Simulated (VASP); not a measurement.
Input of a VASP 6.6.1 run:

INCAR

```
ALGO = Normal
EDIFF = 1E-6
ENCUT = 520
GGA = PS
ISIF = 2
ISMEAR = -1
LASPH = True
LCHARG = False
LREAL = False
LWAVE = False
NBANDS = 8
NELM = 100
PREC = Accurate
SIGMA = 0.05
```

Contents of KPOINTS:

```
k-points
0
Gamma
  8 8 8
```

Contents of POSCAR:

```
Sb
1.0
    0.0000000000      2.3712425216      2.3712425216
    2.3712425216      0.0000000000      2.3712425216
    2.3712425216      2.3712425216      0.0000000000
Sb
1
Direct
    0.0000000000      0.0000000000      0.0000000000
```

Potentials or basis: VASP PAW PBE potentials, release 64 (Sb).

The run is started by

```console
$ cat potpaw_PBE.64/Sb/POTCAR > POTCAR
$ mpirun -np 1 vasp_std > vasp.out
```

Task: What does it give for the pressure?

Result: -0.6 GPa.

Caveat: the PAW data sets were made with another functional, which shifts forces and pressure a little.
